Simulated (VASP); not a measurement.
# Cd7F16 (a cell with a defect) in VASP: single point with PBE+D3(BJ)

Aim: the single point of Cd7F16 (a cell with a defect) with PBE+D3(BJ).

Everything below comes from runs of VASP 6.6.1. Logs are shortened: lines on timing, memory, paths and dates and some standing lists are left out, and cuts for length are marked.

## 1. The cell of the first run

The cell holds a defect, 23 atoms: a = 7.700 Å, b = 7.700 Å, c = 7.700 Å, α = 60.00°, β = 60.00°, γ = 60.00°.

## 2. Single point, PBE+D3(BJ) (atoms taken out, then relaxed in part)

INCAR

```
SYSTEM = Cd7F16
  PREC = Accurate
  ENCUT = 520
  EDIFF = 1E-6
  ISMEAR = 0
  SIGMA = 0.05
  LREAL = Auto
  LASPH = .TRUE.
  NELM = 100
  ALGO = Normal
  ISIF = 2
  LWAVE = .FALSE.
  LCHARG = .TRUE.
  GGA = PE
  IVDW = 12
  LELF = .TRUE.
  LVHAR = .TRUE.
  NBANDS = 115
```

KPOINTS

```
Automatic mesh
0
G
  4 4 4
  0 0 0
```

POSCAR

```
Cd7F16
1.0
   -5.4444817456      0.0000000000      5.4444817456
   -5.4444817456     -5.4444817456      0.0000000000
    0.0000000000     -5.4444817456      5.4444817456
Cd F
7 16
Direct
    0.0000000000      0.0000000000      0.5000000000
    0.0000000000      0.5000000000      0.0000000000
    0.0000000000      0.0000000000      0.0000000000
    0.5000000000      0.5000000000      0.5000000000
    0.5000000000      0.0000000000      0.5000000000
    0.5000000000      0.5000000000      0.0000000000
    0.5000000000      0.0000000000      0.0000000000
    0.1338271835      0.1220576055      0.1220576055
    0.1352130166      0.6352130166      0.0943609503
    0.1352130166      0.0943609503      0.6352130166
    0.1352130166      0.6352130166      0.6352130166
    0.6220576055      0.1220576055      0.1220576055
    0.6220576055      0.6338271835      0.1220576055
    0.6220576055      0.1220576055      0.6338271835
    0.5943609503      0.6352130166      0.6352130166
    0.4056390497      0.3647869834      0.3647869834
    0.3779423945      0.8779423945      0.3661728165
    0.3779423945      0.3661728165      0.8779423945
    0.3779423945      0.8779423945      0.8779423945
    0.8647869834      0.3647869834      0.3647869834
    0.8647869834      0.9056390497      0.3647869834
    0.8647869834      0.3647869834      0.9056390497
    0.8661728165      0.8779423945      0.8779423945
```

Potentials or basis: VASP PAW PBE potentials, release 64 (Cd, F).

Launch:

```sh
> cat potpaw_PBE.64/Cd/POTCAR potpaw_PBE.64/F/POTCAR > POTCAR
> mpirun -np 1 vasp_std > vasp.out
```

OUTCAR:

```text
SYSTEM = Cd7F16
   PREC = Accurate
   ENCUT = 520
   EDIFF = 1E-6
   ISMEAR = 0
   LREAL = Auto
   LASPH = .TRUE.
   NELM = 100
   ISIF = 2
   GGA = PE
   IVDW = 12
 IVDW          = 12

 ion  position               nearest neighbor table
   1  0.000  0.000  0.500-  11 2.30  20 2.30  10 2.30  21 2.30  17 2.38   8 2.38  14 2.38  23 2.38

   2  0.000  0.500  0.000-  11 2.30  20 2.30   9 2.30  22 2.30  18 2.38   8 2.38  13 2.38  23 2.38

   3  0.000  0.000  0.000-   9 2.30  10 2.30  21 2.30  22 2.30   8 2.38  23 2.38  19 2.38  12 2.38
[... 11 lines left out ...]
  10  0.135  0.094  0.635-   3 2.30   5 2.30   1 2.30
  11  0.135  0.635  0.635-   1 2.30   2 2.30   4 2.30
  12  0.622  0.122  0.122-   7 2.30   5 2.38   6 2.38   3 2.38
  13  0.622  0.634  0.122-   7 2.30   6 2.38   2 2.38   4 2.38
  14  0.622  0.122  0.634-   7 2.30   5 2.38   1 2.38   4 2.38
  15  0.594  0.635  0.635-   5 2.30   6 2.30   4 2.30
  16  0.406  0.365  0.365-   5 2.30   6 2.30   4 2.30
  17  0.378  0.878  0.366-   7 2.30   5 2.38   1 2.38   4 2.38
  18  0.378  0.366  0.878-   7 2.30   6 2.38   2 2.38   4 2.38
  19  0.378  0.878  0.878-   7 2.30   5 2.38   6 2.38   3 2.38
  20  0.865  0.365  0.365-   1 2.30   2 2.30   4 2.30
  21  0.865  0.906  0.365-   3 2.30   5 2.30   1 2.30
  22  0.865  0.365  0.906-   3 2.30   6 2.30   2 2.30
  23  0.866  0.878  0.878-   7 2.30   3 2.38   1 2.38   2 2.38

  LATTYP: Found a face centered cubic cell.
 ALAT       =    10.8889634912

  Lattice vectors:

 A1 = (  -5.4444817456,   0.0000000000,   5.4444817456)
 A2 = (  -5.4444817456,  -5.4444817456,   0.0000000000)
 A3 = (   0.0000000000,  -5.4444817456,   5.4444817456)

Analysis of symmetry for initial positions (statically):
=====================================================================
 Subroutine PRICEL returns:
 Original cell was already a primitive cell.

 Routine SETGRP: Setting up the symmetry group for a
 face centered cubic supercell.

 Subroutine GETGRP returns: Found 48 space group operations
 (whereof  8 operations were pure point group operations)
 out of a pool of 48 trial point group operations.

The static configuration has the point symmetry D_2h.
 The point group associated with its full space group is O_h .

Analysis of symmetry for dynamics (positions and initial velocities):
=====================================================================
 Subroutine PRICEL returns:
 Original cell was already a primitive cell.

 Routine SETGRP: Setting up the symmetry group for a
 face centered cubic supercell.

 Subroutine GETGRP returns: Found 48 space group operations
 (whereof  8 operations were pure point group operations)
[... 136 lines left out ...]
   POTIM  = 0.5000    time-step for ionic-motion
   TEBEG  =    0.0;   TEEND  =   0.0 temperature during run
   PSTRESS=    0.0 pullay stress
   NELECT =     196.0000    total number of electrons
   NUPDOWN=      -1.0000    fix difference up-down
   EMIN   =  10.00;   EMAX   =-10.00  energy-range for DOS
   EFERMI =   0.00;   METHOD = LEGACY
   ISMEAR =     0;   SIGMA  =   0.05  broadening in eV -4-tet -1-fermi 0-gaus
   EFERMI_NEDOS =   21; number of points for ismear=-14 and -15
   IALGO  =     38    algorithm
   IMIX   =      4    mixing-type and parameters
     AMIX     =   0.40;   BMIX     =  1.00
     AMIX_MAG =   1.60;   BMIX_MAG =  1.00
  volume/ion in A,a.u.               =      14.03        94.70
  Fermi-wavevector in a.u.,A,eV,Ry     =   1.386310  2.619746 26.148425  1.921855
  Thomas-Fermi vector in A             =   2.510638
   LORBIT       =      0    0 simple, 1 ext, 2 COOP (PROOUT), +10 PAW based schemes
   GGA     = PE    functional components
   LHFCALC =     F    Hartree Fock is set to
   AEXX    =    0.0000 exact exchange contribution
   IVDW    =    12    specifies the selected vdW correction
   LEPSILON=     F    determine dielectric tensor
   LRPA    =     F    only Hartree local field effects (RPA)
 non-spin polarized calculation
 Gauss-broadening in eV      SIGMA  =   0.05
  energy-cutoff  :      520.00
  volume of cell :      322.77
 maximum number of plane-waves:      8728
 NGX is ok and might be reduce to    60
   NGX = 29   NGY = 29   NGZ = 29

 number of electron     196.0000070 magnetization

 Free energy of the ion-electron system (eV)
  ---------------------------------------------------
  ext. energy  EPLUGINS =         0.00000000
  ---------------------------------------------------
  free energy    TOTEN  =       -78.42198632 eV

  energy without entropy =      -78.37394536  energy(sigma->0) =      -78.39796584

 E-fermi :  -2.2962     XC(G=0):  -9.7834

 val. band max:       -2.2974829428   @ k =   0.2500   0.0000   0.0000
 cond. band min:      -2.2937197034   @ k =  -0.2500   0.5000   0.2500
 fundamental gap:      0.0037632394
 Fermi energy:        -2.2962483053

 k-point     1 :       0.0000    0.0000    0.0000
  band No.  band energies     occupation
      1     -22.9682      2.00000
      2     -22.5612      2.00000
      3     -22.5612      2.00000
      4     -22.5612      2.00000
      5     -22.4640      2.00000
      6     -22.4640      2.00000
[... 893 lines left out ...]
    109       8.4088      0.00000
    110       8.6458      0.00000
 [bands above 110 left out]

------------------------ aborting loop because EDIFF is reached ----------------------------------------

 Edisp (eV)   -3.22289

 E8    (eV) :    -1.1930

  FORCE on cell =-STRESS in cart. coord.  units (eV):
  Direction    XX          YY          ZZ          XY          YZ          ZX
  --------------------------------------------------------------------------------------
  -------------------------------------------------------------------------------------
  Total       2.16866     2.16866     2.16866    -0.00000     0.00000     0.00000
  in kB      10.76471    10.76471    10.76471    -0.00000     0.00000     0.00000
  external pressure =       10.76 kB  Pullay stress =        0.00 kB

 VOLUME and BASIS-vectors are now :
 -----------------------------------------------------------------------------
  energy-cutoff  :      520.00
  volume of cell :      322.77
      direct lattice vectors                 reciprocal lattice vectors
    -5.444481746  0.000000000  5.444481746    -0.091836106  0.091836106  0.091836106
    -5.444481746 -5.444481746  0.000000000    -0.091836106 -0.091836106 -0.091836106
     0.000000000 -5.444481746  5.444481746     0.091836106 -0.091836106  0.091836106

 POSITION                                       TOTAL-FORCE (eV/Angst)
 -----------------------------------------------------------------------------------
      0.00000     -2.72224      2.72224        -0.000000     -0.000000      0.000000
     -2.72224     -2.72224      0.00000        -0.000000     -0.000000      0.000000
      0.00000      0.00000      0.00000        -0.000000     -0.000000      0.000000
     -5.44448     -5.44448      5.44448        -0.000000     -0.000000      0.000000
     -2.72224     -2.72224      5.44448        -0.000000     -0.000000      0.000000
     -5.44448     -2.72224      2.72224        -0.000000     -0.000000     -0.000000
[... 15 lines left out ...]
     -6.69439     -6.91681      9.63905        -0.022363      0.022363     -0.022363
     -9.49580     -9.55988      9.49580        -0.014003      0.014003      0.014003
 -----------------------------------------------------------------------------------
    total drift:                               -0.000000      0.000000     -0.000000

  FREE ENERGIE OF THE ION-ELECTRON SYSTEM (eV)
  ---------------------------------------------------
  free  energy   TOTEN  =       -81.6448726222 eV

  energy  without entropy=      -81.5968316622  energy(sigma->0) =      -81.62085214
```

Wall time 7.3 min (1 thread of Intel Xeon 6975P-C (Granite Rapids), shared host); peak memory 0.57 GiB.

Results:

```
Free energy                : -81.6449 eV
Pressure                   : 1.1 GPa
Largest force              : 0.039 eV/Å
Band gap on the k mesh     : zero (bands 98 and 99 overlap by 0.10 eV)
Dispersion energy per atom : -0.140 eV
```

Forces in eV/Å, atoms in the order of the input:
```
Cd   0.000  0.000  0.000
Cd   0.000  0.000  0.000
Cd   0.000  0.000  0.000
Cd   0.000  0.000  0.000
Cd   0.000  0.000  0.000
Cd   0.000  0.000  0.000
Cd   0.000  0.000  0.000
F    0.014 -0.014 -0.014
F    0.022 -0.022  0.022
F   -0.022 -0.022 -0.022
F    0.022  0.022 -0.022
F   -0.014 -0.014  0.014
F    0.014  0.014  0.014
F   -0.014  0.014 -0.014
F   -0.022  0.022  0.022
F    0.022 -0.022 -0.022
F    0.014 -0.014  0.014
F   -0.014 -0.014 -0.014
F    0.014  0.014 -0.014
F   -0.022 -0.022  0.022
F    0.022  0.022  0.022
F   -0.022  0.022 -0.022
F   -0.014  0.014  0.014
```

Levels at points of the mesh, in eV from the Fermi level:
| k point | band 96 | band 97 | band 98 | band 99 | band 100 | band 101 |
| --- | --- | --- | --- | --- | --- | --- |
| (0.00, 0.00, 0.00) | -0.01 | 0.04 | 0.04 | 0.04 | 3.63 | 7.20 |
| (0.50, 0.00, 0.00) | -0.13 | -0.09 | -0.09 | -0.06 | 5.17 | 5.45 |
| (0.50, 0.50, 0.00) | -0.17 | -0.16 | 0.05 | 0.09 | 5.44 | 5.86 |

Caveat: the cell differs from its parent crystal (atoms taken out, then relaxed in part).
